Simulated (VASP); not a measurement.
# H13O6F in VASP: a series of runs, part 2 of 2

VASP 6.6.1. Earlier steps stand in the parts before.

## (4) Single point, r2SCAN

Contents of POSCAR:

```
H13O6F
1.0
    5.9814240000      0.0000000000      0.0000000000
    0.0000000000      5.9814240000      0.0000000000
    0.0000000000      0.0000000000      5.9814240000
O H F
6 13 1
Direct
    0.8520044725      0.7226372850      0.7171369226
    0.3558851538      0.4594725269     -0.0238906321
    0.1671842692      0.9618779742      0.9154007474
    0.7315482066      0.4666112952      0.3398689008
    0.6785006380     -0.0462264504      0.2851160526
    0.5008004783      0.1102413071      0.6798882674
    0.8492124952      0.6259379038      0.5898595385
    0.7372993454      0.6590069522      0.8069650304
    0.2635994372      0.6022646112      0.0257798143
    0.4259019257      0.3788897092      0.0887581285
    0.2744998515      1.0310588248      0.8212425670
    0.0403750010      0.8899051463      0.8321262629
    0.8339820083      0.3680060133      0.2441726251
    0.7078581956      0.5714023951      0.2383713310
    0.8448155489     -0.0300931684      0.2895965910
    0.5872013086      0.0089945137      0.3969623287
    0.5035590187      0.2745165700      0.6387275003
    0.6532725318      0.0993910480      0.7489520890
    0.1656294555      1.0426614131      0.1247863385
    0.1784023336      1.1355991483      0.2817890857
```

Contents of INCAR.step1:

```
SYSTEM = H13O6F
PREC = Accurate ; ENCUT = 520
ISMEAR = -1 ; SIGMA = 0.05
LREAL = Auto ; LASPH = .TRUE.
NELM = 60 ; NBANDS = 44
GGA = PE ; ALGO = Normal
EDIFF = 1E-4 ; LWAVE = .TRUE.
LCHARG = .FALSE.
```

Contents of INCAR.step2:

```
SYSTEM = H13O6F
PREC = Accurate ; ENCUT = 520
EDIFF = 1E-6 ; ISMEAR = -1
SIGMA = 0.05 ; LREAL = Auto
LASPH = .TRUE. ; NELM = 60
ALGO = Normal ; ISIF = 2
LWAVE = .FALSE. ; LCHARG = .TRUE.
METAGGA = R2SCAN ; LMIXTAU = .TRUE.
LELF = .TRUE. ; LVHAR = .TRUE.
NBANDS = 44 ; ISTART = 1
```

Contents of KPOINTS:

```
Automatic mesh
0
G
  1 1 1
  0 0 0
```

Potentials or basis: VASP PAW PBE potentials, release 64 (O, H, F).

Command:

```sh
> cat potpaw_PBE.64/O/POTCAR potpaw_PBE.64/H/POTCAR potpaw_PBE.64/F/POTCAR > POTCAR
> cp INCAR.step1 INCAR
> mpirun -np 1 vasp_gam > vasp.out
> cp INCAR.step2 INCAR
> mpirun -np 1 vasp_gam > vasp.out
```

OUTCAR:

```text
SYSTEM = H13O6F
   PREC = Accurate
   ENCUT = 520
   EDIFF = 1E-6
   ISMEAR = -1
   LREAL = Auto
   LASPH = .TRUE.
   NELM = 60
   ISIF = 2
   METAGGA = R2SCAN
   ISTART = 1

 ion  position               nearest neighbor table
   1  0.852  0.723  0.717-   8 0.95   7 0.96
   2  0.356  0.459  0.976-  10 0.93   9 1.06
   3  0.167  0.962  0.915-  11 0.95  12 1.00  19 1.34
   4  0.732  0.467  0.340-  14 0.88  13 1.03
   5  0.679  0.954  0.285-  16 0.92  15 1.00
   6  0.501  0.110  0.680-  18 1.00  17 1.01
[... 267 lines left out ...]
  Total       -4.9511529     -0.3437865      3.5254811      0.6251945     -4.6719576     -0.0392151
  in kB      -37.0683414     -2.5738645     26.3946076      4.6807127    -34.9780593     -0.2935961
  external PRESSURE =      -4.4158661 kB  Pullay stress =       0.0000000 kB

 VOLUME and BASIS-vectors are now :
 -----------------------------------------------------------------------------
  energy-cutoff  :      520.00
  volume of cell :      214.00
      direct lattice vectors                 reciprocal lattice vectors
     5.981424000  0.000000000  0.000000000     0.167184269  0.000000000  0.000000000
     0.000000000  5.981424000  0.000000000     0.000000000  0.167184269  0.000000000
     0.000000000  0.000000000  5.981424000     0.000000000  0.000000000  0.167184269

 POSITION                                       TOTAL-FORCE (eV/Angst)
 -----------------------------------------------------------------------------------
      5.09620      4.32240      4.28950         0.314735      0.492704      0.566206
      2.12870      2.74830      5.83852        -2.261281      3.934993     -1.939739
      1.00000      5.75340      5.47540        -2.087029     -1.383483      1.345077
      4.37570      2.79100      2.03290         2.879551     -5.501666      1.781896
      4.05840      5.70492      1.70540         2.786076     -1.739837     -3.697132
      2.99550      0.65940      4.06670         1.974011      2.270504     -0.019889
[... 12 lines left out ...]
      0.99070      0.25518      0.74640         0.287925      1.085856      0.722808
      1.06710      0.81108      1.68550        -0.572777     -0.934591     -1.154431
 -----------------------------------------------------------------------------------
    total drift:                                0.000933      0.000836     -0.009594

  FREE ENERGIE OF THE ION-ELECTRON SYSTEM (eV)
  ---------------------------------------------------
  free  energy   TOTEN  =      -102.6987405088 eV

  energy  without entropy=     -102.6987405088  energy(sigma->0) =     -102.69874051
```

OSZICAR.step1:

```text
N       E                     dE             d eps       ncg     rms          rms(c)
DAV:   1     0.455199100395E+03    0.45520E+03   -0.31533E+04    88   0.118E+03
DAV:   2    -0.606456848165E+02   -0.51584E+03   -0.49884E+03   108   0.297E+02
DAV:   3    -0.104086056212E+03   -0.43440E+02   -0.43239E+02   104   0.926E+01
DAV:   4    -0.104694429817E+03   -0.60837E+00   -0.60727E+00   120   0.122E+01
DAV:   5    -0.104700858452E+03   -0.64286E-02   -0.64236E-02   104   0.122E+00    0.195E+01
DAV:   6    -0.945949089832E+02    0.10106E+02   -0.30917E+01   104   0.262E+01    0.731E+00
DAV:   7    -0.944114861207E+02    0.18342E+00   -0.13231E+00   104   0.507E+00    0.464E+00
DAV:   8    -0.942830335211E+02    0.12845E+00   -0.29582E-01   112   0.334E+00    0.611E-01
DAV:   9    -0.942790157877E+02    0.40177E-02   -0.32606E-02   112   0.967E-01    0.318E-01
DAV:  10    -0.942832087867E+02   -0.41930E-02   -0.13130E-02    96   0.639E-01    0.172E-01
DAV:  11    -0.942832704563E+02   -0.61670E-04   -0.14583E-03   112   0.289E-01    0.710E-02
DAV:  12    -0.942832577059E+02    0.12750E-04   -0.72917E-04    96   0.162E-01
   1 F= -.94283258E+02 E0= -.94283258E+02  d E =-.881728E-10
```

It took 1.8 min on 1 thread of Intel Xeon Platinum 8259CL at 2.50GHz (Skylake/Cascade Lake), shared host; peak memory 0.33 GiB.

Results:

| Property | Result |
| --- | --- |
| Free energy | -102.6987 eV |
| Pressure | -0.4 GPa |
| Largest force | 6.460 eV/Å |

Forces on the atoms (eV/Å):
```
O    0.315  0.493  0.566
O   -2.261  3.935 -1.940
O   -2.087 -1.383  1.345
O    2.880 -5.502  1.782
O    2.786 -1.740 -3.697
O    1.974  2.271 -0.020
H    0.173 -0.340 -1.201
H   -0.799 -0.041  0.750
H    2.240 -2.967 -0.440
H    0.298 -0.661  2.228
H    1.206  0.670 -1.041
H    0.785  0.183  0.290
H   -1.086  0.664  1.950
H   -1.562  4.894 -3.315
H   -2.026  0.414  1.007
H   -0.554  1.096  2.290
H   -0.577 -1.679  0.338
H   -1.421 -0.457 -0.462
H    0.288  1.086  0.723
F   -0.573 -0.935 -1.154
```

Levels at points of the mesh, in eV from the Fermi level:
| k point | band 26 | band 27 | band 28 | band 29 | band 30 | band 31 |
| --- | --- | --- | --- | --- | --- | --- |
| (0.00, 0.00, 0.00) | -2.04 | -1.51 | -1.28 | 3.48 | 6.83 | 7.38 |

Caveat: the k points lie up to 1.05 Å⁻¹ apart, too coarse for converged energies, forces and pressures; the atoms stand as in a frame of molecular dynamics; the PAW data sets were made with another functional, which shifts forces and pressure a little.

## (5) Molecular dynamics, r2SCAN

Contents of POSCAR:

```
H13O6F
1.0
    5.9814240000      0.0000000000      0.0000000000
    0.0000000000      5.9814240000      0.0000000000
    0.0000000000      0.0000000000      5.9814240000
O H F
6 13 1
Direct
    0.7221152800      0.6922422500      0.7993088300
    0.4194708000      0.4362753900      0.0078802500
    0.1095319200      0.9243471100      0.8744747600
    0.8804090800      0.5558932200      0.3695649000
    0.6610577400     -0.0639615800      0.2531403400
    0.5741265300      0.1548179700      0.6746128200
    0.7675402000      0.6205092100      0.6703599800
    0.6306359600      0.6159611600      0.8930839400
    0.3027940200      0.4943107500     -0.0617737400
    0.3467256500      0.3371191800      0.1258085300
    0.0819220200      1.0419918800      0.7615265300
   -0.0347001700      0.8353101500      0.8824639800
    1.0418742400      0.5089708200      0.3765804600
    0.8329296100      0.7001850500      0.2997153900
    0.7795812200      0.0633868700      0.2461878400
    0.5719223900      0.0208342800      0.3668204700
    0.5275029100      0.1983815400      0.8223768100
    0.6085783400      0.0082623700      0.6885867700
    0.1510618500      1.0271019500      0.0529355800
    0.1251756300      1.1171828500      0.2118831800
```

Contents of INCAR.step1:

```
SYSTEM = H13O6F
PREC = Accurate
ENCUT = 520
ISMEAR = -1
SIGMA = 0.05
LREAL = Auto
LASPH = .TRUE.
NELM = 100
ISYM = 0
GGA = PE
ALGO = Normal
EDIFF = 1E-4
LWAVE = .TRUE.
LCHARG = .FALSE.
```

Contents of INCAR.step2:

```
SYSTEM = H13O6F
PREC = Accurate
ENCUT = 520
EDIFF = 1E-5
ISMEAR = -1
SIGMA = 0.05
LREAL = Auto
LASPH = .TRUE.
NELM = 100
ALGO = Normal
ISIF = 2
LWAVE = .FALSE.
LCHARG = .TRUE.
METAGGA = R2SCAN
LMIXTAU = .TRUE.
IBRION = 0
NSW = 40
POTIM = 0.5
TEBEG = 1000.0
TEEND = 1000.0
ISYM = 0
NELMIN = 4
RANDOM_SEED = 273878 0 0
MDALGO = 1
ANDERSEN_PROB = 0.0
ISTART = 1
```

Contents of KPOINTS:

```
regular mesh
0
G
  1 1 1
  0 0 0
```

Potentials or basis: VASP PAW PBE potentials, release 64 (O, H, F).

Command:

```sh
> cat potpaw_PBE.64/O/POTCAR potpaw_PBE.64/H/POTCAR potpaw_PBE.64/F/POTCAR > POTCAR
> cp INCAR.step1 INCAR
> mpirun -np 1 vasp_gam > vasp.out
> cp INCAR.step2 INCAR
> mpirun -np 1 vasp_gam > vasp.out
```

OUTCAR:

```text
SYSTEM = H13O6F
   PREC = Accurate
   ENCUT = 520
   EDIFF = 1E-5
   ISMEAR = -1
   LREAL = Auto
   LASPH = .TRUE.
   NELM = 100
   ISIF = 2
   METAGGA = R2SCAN
   IBRION = 0
   NSW = 40
   POTIM = 0.5
   TEBEG = 1000.0
   ISYM = 0
   NELMIN = 4
   ISTART = 1

 ion  position               nearest neighbor table
   1  0.722  0.692  0.799-   8 0.91   7 0.92
   2  0.419  0.436  0.008-   9 0.88  10 1.02
   3  0.110  0.924  0.874-  11 0.99  12 1.01  19 1.26
   4  0.880  0.556  0.370-  14 1.00  13 1.01
   5  0.661  0.936  0.253-  16 1.00  15 1.04
   6  0.574  0.155  0.675-  18 0.90  17 0.96
   7  0.768  0.621  0.670-   1 0.92
   8  0.631  0.616  0.893-   1 0.91
   9  0.303  0.494  0.938-   2 0.88
[... 358 lines left out ...]
  total energy   ETOTAL =      -100.495524 eV

[... ionic steps 4 to 37 ...]

--------------------------------------- Ionic step       38  -------------------------------------------

 number of electron      55.9999998 magnetization

------------------------ aborting loop because EDIFF is reached ----------------------------------------
[... 123 lines left out ...]
--------------------------------------- Ionic step       40  -------------------------------------------

 number of electron      56.0000002 magnetization

 Free energy of the ion-electron system (eV)
  ---------------------------------------------------
  ext. energy  EPLUGINS =         0.00000000
  ---------------------------------------------------
  free energy    TOTEN  =      -102.90417369 eV

  energy without entropy =     -102.90417369  energy(sigma->0) =     -102.90417369

 E-fermi :  -3.1721     XC(G=0):  -6.8547

 val. band max:       -4.3900548061   @ k =   0.0000   0.0000   0.0000
 cond. band min:       0.8934743547   @ k =   0.0000   0.0000   0.0000
 fundamental gap:      5.2835291609
 Fermi energy:        -3.1721268705

 k-point     1 :       0.0000    0.0000    0.0000
  band No.  band energies     occupation
      1     -27.5728      2.00000
      2     -25.4579      2.00000
      3     -24.9972      2.00000
      4     -24.0077      2.00000
      5     -23.6006      2.00000
      6     -23.4628      2.00000
[... 84 lines left out ...]
  ENERGY OF THE ELECTRON-ION-THERMOSTAT SYSTEM (eV)
  ---------------------------------------------------
% ion-electron   TOTEN  =      -102.904174  see above
  kinetic energy EKIN   =         2.400613
  kin. lattice  EKIN_LAT=         0.000000  (temperature  977.47 K)
  nose potential ES     =         0.000000
  nose kinetic   EPS    =         0.000000
  ---------------------------------------------------
  total energy   ETOTAL =      -100.503561 eV
```

OUTCAR.step1:

```text
SYSTEM = H13O6F
   PREC = Accurate
   ENCUT = 520
   ISMEAR = -1
   LREAL = Auto
   LASPH = .TRUE.
   NELM = 100
[... 258 lines left out ...]
      3.43409      0.92603      4.03515        -0.784426      3.693346     -1.115119
[... 12 lines left out ...]
      0.90356      0.16211      0.31663        -0.836530      0.130035      0.815124
      0.74873      0.70092      1.26736         0.637360      0.358259     -0.153234
 -----------------------------------------------------------------------------------
    total drift:                                0.002841     -0.010853      0.008930

  FREE ENERGIE OF THE ION-ELECTRON SYSTEM (eV)
  ---------------------------------------------------
  free  energy   TOTEN  =       -94.5049824680 eV

  energy  without entropy=      -94.5049824680  energy(sigma->0) =      -94.50498247
```

Wall time 34 min (1 thread of Intel Xeon Platinum 8259CL at 2.50GHz (Skylake/Cascade Lake), shared host); peak memory 0.38 GiB.

Caveat: the k points lie up to 1.05 Å⁻¹ apart, too coarse for converged energies, forces and pressures; the PAW data sets were made with another functional, which shifts forces and pressure a little.

## (6) The runs side by side

```csv
task,cell,pressure (GPa),largest force (eV/Å)
single point,"as given, atomic positions A",-2.8,4.30
single point,"as given, atomic positions B",-1.9,5.46
single point,"as given, atomic positions C",-0.4,6.46
molecular dynamics,"as given, atomic positions D",-,-
```

Alike in all rows: level r2SCAN; potentials or basis VASP PAW PBE potentials, release 64 (O, H, F); no spin polarisation; k mesh 1 × 1 × 1; cutoff (eV) 520; smearing fermi-dirac 0.05 eV.

Caveats: all runs use coarse meshes; the PAW data sets were made with another functional, which shifts forces and pressure a little; the atoms stand as in a frame of molecular dynamics (at least some runs).

Absolute energies hang on the potentials; compare differences alone.
